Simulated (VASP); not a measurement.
# PbSe (Clausthalite) in VASP: further runs

The runs below take PbSe (Clausthalite) through single point, with PBE+D3(BJ).

Program: VASP 6.6.1. These are calculated values, not measurements. Logs are shortened: lines on timing, memory, paths and dates and some standing lists are left out, and cuts for length are marked.

**1. The cell of the first run**

The structure is cubic, space group Fm-3m (No. 225). The conventional cell has a = 6.121 Å, b = 6.121 Å, c = 6.121 Å, α = 90.00°, β = 90.00°, γ = 90.00°. Within 4.0 Å of Pb (site symmetry m-3m) lie 6 Se at 3.06 Å. Within 4.0 Å of Se (site symmetry m-3m) lie 6 Pb at 3.06 Å.

**2. Single point, PBE+D3(BJ)**

INCAR reads:

```
SYSTEM = PbSe
ALGO = Normal
EDIFF = 1E-6
ENCUT = 500
GGA = PE
GGA_COMPAT = .False.
ISIF = 2
ISMEAR = 0
IVDW = 12
LASPH = .True.
LCHARG = .False.
LREAL = .False.
LWAVE = .False.
NBANDS = 17
NELM = 120
PREC = Accurate
SIGMA = 0.01
```

KPOINTS reads:

```
k-points
0
Gamma
  3 3 3
  0 0 0
```

POSCAR reads:

```
PbSe
1.0
    4.3284130000      0.0000000000      0.0000000000
    2.1642065000      3.7485156161      0.0000000000
    2.1642065000      1.2495052054      3.5341344153
Pb Se
1 1
Direct
    0.0000000000      0.0000000000      0.0000000000
    0.5000000000      0.5000000000      0.5000000000
```

Potentials or basis: VASP PAW PBE potentials, release 64 (Pb_d, Se).

Launch:

```sh
$ cat potpaw_PBE.64/Pb_d/POTCAR potpaw_PBE.64/Se/POTCAR > POTCAR
$ mpirun -np 1 vasp_std > vasp.out
```

OUTCAR:

```text
SYSTEM = PbSe
   EDIFF = 1E-6
   ENCUT = 500
   GGA = PE
   ISIF = 2
   ISMEAR = 0
   IVDW = 12
   LASPH = .True.
   LREAL = .False.
   NELM = 120
   PREC = Accurate
 IVDW          = 12

 ion  position               nearest neighbor table
   1  0.000  0.000  0.000-   2 3.06   2 3.06   2 3.06   2 3.06   2 3.06   2 3.06
   2  0.500  0.500  0.500-   1 3.06   1 3.06   1 3.06   1 3.06   1 3.06   1 3.06

  LATTYP: Found a face centered cubic cell.
 ALAT       =     6.1213003682

  Lattice vectors:

 A1 = (   4.3284130000,   0.0000000000,   0.0000000000)
 A2 = (   2.1642065000,   3.7485156161,   0.0000000000)
 A3 = (   2.1642065000,   1.2495052054,   3.5341344153)

Analysis of symmetry for initial positions (statically):
=====================================================================
 Subroutine PRICEL returns:
 Original cell was already a primitive cell.

 Routine SETGRP: Setting up the symmetry group for a
 face centered cubic supercell.

 Subroutine GETGRP returns: Found 48 space group operations
 (whereof 48 operations were pure point group operations)
 out of a pool of 48 trial point group operations.

The static configuration has the point symmetry O_h .

Analysis of symmetry for dynamics (positions and initial velocities):
=====================================================================
 Subroutine PRICEL returns:
 Original cell was already a primitive cell.

 Routine SETGRP: Setting up the symmetry group for a
 face centered cubic supercell.

 Subroutine GETGRP returns: Found 48 space group operations
 (whereof 48 operations were pure point group operations)
 out of a pool of 48 trial point group operations.

The dynamic configuration has the point symmetry O_h .

 Subroutine INISYM returns: Found 48 space group operations
 (whereof 48 operations are pure point group operations),
 and found     1 'primitive' translations

----------------------------------------------------------------------------------------

                                     Primitive cell

  volume of cell :      57.3418

  direct lattice vectors                    reciprocal lattice vectors
     4.328413000  0.000000000  0.000000000     0.231031558 -0.133386132 -0.094318239
     2.164206500  3.748515616  0.000000000     0.000000000  0.266772265 -0.094318239
     2.164206500  1.249505205  3.534134415     0.000000000  0.000000000  0.282954716

  length of vectors
     4.328413000  4.328413000  4.328413000     0.282954716  0.282954716  0.282954716

  position of ions in fractional coordinates (direct lattice)
     0.000000000  0.000000000  0.000000000
     0.500000000  0.500000000  0.500000000

  ion indices of the primitive-cell ions
   primitive index   ion index
                 1           1
                 2           2

----------------------------------------------------------------------------------------

 KPOINTS: k-points

Automatic generation of k-mesh.
 Grid dimensions read from file:
 generate k-points for:    3    3    3

 Generating k-lattice:

  Cartesian coordinates                     Fractional coordinates (reciprocal lattice)
     0.077010519 -0.044462044 -0.031439413     0.333333333 -0.000000000  0.000000000
     0.000000000  0.088924088 -0.031439413     0.000000000  0.333333333  0.000000000
     0.000000000  0.000000000  0.094318239     0.000000000  0.000000000  0.333333333

  Length of vectors
     0.094318239  0.094318239  0.094318239

  Shift w.r.t. Gamma in fractional coordinates (k-lattice)
     0.000000000  0.000000000  0.000000000

 Subroutine IBZKPT returns following result:
 ===========================================

 Found      4 irreducible k-points:

 Following reciprocal coordinates:
            Coordinates               Weight
  0.000000  0.000000  0.000000      1.000000
  0.333333 -0.000000 -0.000000      8.000000
  0.333333  0.333333  0.000000      6.000000
 -0.333333  0.333333  0.000000     12.000000
   k-points           NKPTS =      4   k-points in BZ     NKDIM =      4   number of bands    NBANDS=     17
   number of dos      NEDOS =    301   number of ions     NIONS =      2
   total plane-waves  NPLWV =  32768
   dimension x,y,z NGX =    32 NGY =   32 NGZ =   32
   dimension x,y,z NGXF=    64 NGYF=   64 NGZF=   64
   ions per type =               1   1
   NGX,Y,Z   is equivalent  to a cutoff of  12.29, 12.29, 12.29 a.u.
   NGXF,Y,Z  is equivalent  to a cutoff of  24.58, 24.58, 24.58 a.u.
 SYSTEM =  PbSe
   PREC   = accura    normal or accurate (medium, high low for compatibility)
   ISTART =      0    job   : 0-new  1-cont  2-samecut
   ICHARG =      2    charge: 1-file 2-atom 10-const
   ISPIN  =      1    spin polarized calculation?
   LNONCOLLINEAR =      F non collinear calculations
   LSORBIT =      F    spin-orbit coupling
   LASPH  =      T    aspherical Exc in radial PAW
   ENCUT  =  500.0 eV  36.75 Ry    6.06 a.u.   7.89  7.89  7.89*2*pi/ulx,y,z
   NELM   =    120;   NELMIN=  2; NELMDL= -5     # of ELM steps
   EDIFF  = 0.1E-05   stopping-criterion for ELM
   LREAL  =      F    real-space projection
   EDIFFG = 0.1E-04   stopping-criterion for IOM
   NSW    =      0    number of steps for IOM
   IBRION =     -1    ionic relax: 0-MD 1-quasi-New 2-CG
   NFREE  =      0    steps in history (QN), initial steepest desc. (CG)
   ISIF   =      2    stress and relaxation
   ISYM   =      2    0-nonsym 1-usesym 2-fastsym
   POTIM  = 0.5000    time-step for ionic-motion
   TEBEG  =    0.0;   TEEND  =   0.0 temperature during run
   PSTRESS=    0.0 pullay stress
   NELECT =      20.0000    total number of electrons
   NUPDOWN=      -1.0000    fix difference up-down
   EMIN   =  10.00;   EMAX   =-10.00  energy-range for DOS
   EFERMI =   0.00;   METHOD = LEGACY
   ISMEAR =     0;   SIGMA  =   0.01  broadening in eV -4-tet -1-fermi 0-gaus
   EFERMI_NEDOS =   21; number of points for ismear=-14 and -15
   IALGO  =     38    algorithm
   IMIX   =      4    mixing-type and parameters
     AMIX     =   0.40;   BMIX     =  1.00
     AMIX_MAG =   1.60;   BMIX_MAG =  1.00
  volume/ion in A,a.u.               =      28.67       193.48
  Fermi-wavevector in a.u.,A,eV,Ry     =   1.152377  2.177676 18.068157  1.327972
  Thomas-Fermi vector in A             =   2.289028
   LORBIT       =      0    0 simple, 1 ext, 2 COOP (PROOUT), +10 PAW based schemes
   GGA     = PE    functional components
   LHFCALC =     F    Hartree Fock is set to
   AEXX    =    0.0000 exact exchange contribution
   IVDW    =    12    specifies the selected vdW correction
   LEPSILON=     F    determine dielectric tensor
   LRPA    =     F    only Hartree local field effects (RPA)
 non-spin polarized calculation
 Gauss-broadening in eV      SIGMA  =   0.01
  energy-cutoff  :      500.00
  volume of cell :       57.34
 maximum number of plane-waves:      1464
   NGX = 15   NGY = 15   NGZ = 15

 number of electron      20.0000000 magnetization

 Free energy of the ion-electron system (eV)
  ---------------------------------------------------
  ext. energy  EPLUGINS =         0.00000000
  ---------------------------------------------------
  free energy    TOTEN  =        -8.29277906 eV

  energy without entropy =       -8.29277906  energy(sigma->0) =       -8.29277906

 E-fermi :   4.4269     XC(G=0):  -9.5443

 val. band max:        4.3728530623   @ k =   0.3333  -0.0000  -0.0000
 cond. band min:       6.3958727783   @ k =   0.3333  -0.0000  -0.0000
 fundamental gap:      2.0230197160
 Fermi energy:         4.4269155022

 k-point     1 :       0.0000    0.0000    0.0000
  band No.  band energies     occupation
      1     -11.7901      2.00000
      2     -11.7901      2.00000
      3     -11.7901      2.00000
      4     -11.7871      2.00000
      5     -11.7871      2.00000
      6      -8.5575      2.00000
[... 9 lines left out ...]
     16      11.5707      0.00000
     17      13.2333      0.00000

 k-point     2 :       0.3333   -0.0000   -0.0000
  band No.  band energies     occupation
      1     -11.8058      2.00000
      2     -11.8058      2.00000
      3     -11.7876      2.00000
      4     -11.7649      2.00000
      5     -11.7649      2.00000
      6      -7.8409      2.00000
[... 9 lines left out ...]
     16      13.6014      0.00000
     17      16.8779      0.00000

 k-point     3 :       0.3333    0.3333    0.0000
  band No.  band energies     occupation
      1     -11.8717      2.00000
      2     -11.8036      2.00000
      3     -11.7728      2.00000
      4     -11.7571      2.00000
      5     -11.7571      2.00000
      6      -7.5729      2.00000
[... 9 lines left out ...]
     16      15.3136      0.00000
     17      16.2270      0.00000

 k-point     4 :      -0.3333    0.3333    0.0000
  band No.  band energies     occupation
      1     -11.8622      2.00000
      2     -11.7908      2.00000
      3     -11.7827      2.00000
      4     -11.7654      2.00000
      5     -11.7559      2.00000
      6      -7.2063      2.00000
[... 9 lines left out ...]
     16      14.5498      0.00000
     17      16.5876      0.00000

------------------------ aborting loop because EDIFF is reached ----------------------------------------

 Edisp (eV)   -0.73659

 E8    (eV) :    -0.3436

  FORCE on cell =-STRESS in cart. coord.  units (eV):
  Direction    XX          YY          ZZ          XY          YZ          ZX
  --------------------------------------------------------------------------------------
  -------------------------------------------------------------------------------------
  Total      -0.22598    -0.22598    -0.22598     0.00000    -0.00000    -0.00000
  in kB      -6.31397    -6.31397    -6.31397     0.00000    -0.00000    -0.00000
  external pressure =       -6.31 kB  Pullay stress =        0.00 kB

 VOLUME and BASIS-vectors are now :
 -----------------------------------------------------------------------------
  energy-cutoff  :      500.00
  volume of cell :       57.34
      direct lattice vectors                 reciprocal lattice vectors
     4.328413000  0.000000000  0.000000000     0.231031558 -0.133386132 -0.094318239
     2.164206500  3.748515616  0.000000000     0.000000000  0.266772265 -0.094318239
     2.164206500  1.249505205  3.534134415     0.000000000  0.000000000  0.282954716

 POSITION                                       TOTAL-FORCE (eV/Angst)
 -----------------------------------------------------------------------------------
      0.00000      0.00000      0.00000         0.000000     -0.000000      0.000000
      4.32841      2.49901      1.76707        -0.000000      0.000000      0.000000
 -----------------------------------------------------------------------------------
    total drift:                               -0.000000      0.000000      0.000000

  FREE ENERGIE OF THE ION-ELECTRON SYSTEM (eV)
  ---------------------------------------------------
  free  energy   TOTEN  =        -9.0293641274 eV

  energy  without entropy=       -9.0293641274  energy(sigma->0) =       -9.02936413
```

Wall time 14 s (1 thread of AMD EPYC 7R13, shared host); peak memory 0.15 GiB.

What came out:

```
Free energy                : -9.0294 eV
Pressure                   : -0.6 GPa
Dispersion energy per atom : -0.368 eV
```

Levels at points of the mesh, in eV from the Fermi level:
| k point | band 6 | band 7 | band 8 | band 9 | band 10 | band 11 | band 12 | band 13 | band 14 | band 15 |
| --- | --- | --- | --- | --- | --- | --- | --- | --- | --- | --- |
| (0.00, 0.00, 0.00) | -12.98 | -5.68 | -1.27 | -1.27 | -1.27 | 5.34 | 5.34 | 5.34 | 7.14 | 7.14 |

Caveat: the k points lie up to 0.59 Å⁻¹ apart; this odd mesh misses L, where the gap lies, so gap, dielectric constants and Born charges aren't listed; three body term missing; spin-orbit coupling is left out, which moves the levels of the heavy elements.

**3. Single point, PBE+D3(BJ)**

This run uses another cell than the first one, of 28.48 Å³/atom, 0.993 times its volume.

INCAR reads:

```
SYSTEM = PbSe
PREC     = Accurate       ! precision mode
ENCUT    = 500            ! plane-wave cutoff, eV
EDIFF    = 1E-6           ! SCF threshold, eV
ISMEAR   = 0              ! smearing method
SIGMA    = 0.01           ! smearing width, eV
LREAL    = .False.        ! projectors in reciprocal space
LASPH    = .True.         ! aspherical terms in the spheres
NELM     = 120            ! most SCF steps
ALGO     = Normal         ! electronic algorithm
ISIF     = 2              ! what is computed and relaxed
LWAVE    = .False.        ! write WAVECAR
LCHARG   = .False.        ! write CHGCAR
GGA      = PE             ! functional
IVDW     = 12             ! dispersion correction
NBANDS   = 17             ! bands
GGA_COMPAT= .False.
```

KPOINTS reads:

```
regular mesh
0
Gamma
  3 3 3
  0 0 0
```

POSCAR reads:

```
PbSe
1.0
    4.3138849558     -0.0000013193      0.0044401087
    2.1569413354      3.7359346203      0.0044401087
    2.1605674307      1.2474041877      3.5371019590
Pb Se
1 1
Direct
    0.0000000000      0.0000000000      0.0000000000
    0.5000000000      0.5000000000      0.5000000000
```

Potentials or basis: VASP PAW PBE potentials, release 64 (Pb_d, Se).

Launch:

```sh
$ cat potpaw_PBE.64/Pb_d/POTCAR potpaw_PBE.64/Se/POTCAR > POTCAR
$ mpirun -np 1 vasp_std > vasp.out
```

Wall time 24 s (1 thread of AMD EPYC 7R13, shared host); peak memory 0.15 GiB.

Results (log left out):

```
Free energy                : -9.0303 eV
Pressure                   : -0.3 GPa
Band gap on the k mesh     : 2.01 eV, indirect (least direct gap 2.02 eV)
Dispersion energy per atom : -0.371 eV
```

Stress tensor (GPa, compression positive):
```
-0.23  0.05 -0.10
 0.05 -0.29 -0.06
-0.10 -0.06 -0.37
```

Levels at points of the mesh, in eV from the valence-band top:
| k point | band 6 | band 7 | band 8 | band 9 | band 10 | band 11 | band 12 | band 13 | band 14 | band 15 |
| --- | --- | --- | --- | --- | --- | --- | --- | --- | --- | --- |
| (0.00, 0.00, 0.00) | -12.99 | -5.62 | -1.26 | -1.24 | -1.22 | 5.40 | 5.40 | 5.44 | 7.15 | 7.20 |

Caveat: the k points lie up to 0.59 Å⁻¹ apart; three body term missing; spin-orbit coupling is left out, which moves the levels of the heavy elements. A k mesh can miss the band edges.
